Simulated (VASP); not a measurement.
Crystal: Br.

```
CELL_PARAMETERS angstrom
3.19365 0.00000 0.00000
-1.59682 2.76578 0.00000
0.00000 0.00000 2.91873
ATOMIC_POSITIONS crystal
Br 0.00000 0.00000 0.00000
```

```yaml
Program: VASP 6.6.1
Task: relaxation of cell and atoms
Functional: PBEsol
Potentials_or_basis: VASP PAW PBE potentials, release 64 (Br)
Cutoff: 600 eV
k_mesh: 21 × 21 × 18
Occupations: gaussian, width 0.1 eV
Spin: no spin polarisation
```

At the start: pressure -0.1 GPa; volume 25.78 Å³/atom.

Task: How do energy, volume and symmetry change on relaxing?

Result: Over 14 steps the energy falls by 311.0 meV/atom and the volume is 31.03 Å³/atom (+20.4 %); space group P6/mmm (No. 191, to 0.05 Å).

The path:
| step | energy change (eV) | largest force (eV/Å) | pressure (GPa) | volume (Å³) |
| --- | --- | --- | --- | --- |
| 1 | 0.0000 | 0.0000 | -0.13 | 25.78 |
| 2 | -0.1363 | 0.0000 | 0.71 | 25.63 |
| 3 | -0.2354 | 0.0000 | 4.62 | 25.26 |
| 4 | -0.2335 | 0.0000 | 5.94 | 25.18 |
| 5 | -0.2634 | 0.0000 | 5.21 | 27.16 |
| 6 | -0.2633 | 0.0000 | 5.20 | 27.24 |
| 7 | -0.3082 | 0.0000 | -0.31 | 30.25 |
| 8 | -0.3087 | 0.0000 | 0.13 | 29.92 |
| 9 | -0.3087 | 0.0000 | 0.05 | 29.98 |
| 10 | -0.3098 | 0.0000 | 0.01 | 30.27 |
| 11 | -0.3110 | 0.0000 | -0.03 | 31.07 |
| 12 | -0.3110 | 0.0000 | -0.03 | 31.05 |
| 13 | -0.3110 | 0.0000 | 0.03 | 31.01 |
| 14 | -0.3110 | 0.0000 | 0.00 | 31.03 |

Final structure:
```
CELL_PARAMETERS angstrom
3.75478 0.00000 0.00000
-1.87739 3.25174 0.00000
0.00000 0.00000 2.54155
ATOMIC_POSITIONS crystal
Br 0.00000 0.00000 0.00000
```

Caveat: the volume moved by over 15 % at a fixed basis, so the end points are rough; the PAW data sets were made with another functional, which shifts forces and pressure a little; an odd number of electrons without spin polarisation forces a metal; a magnetic or distorted state may lie lower.
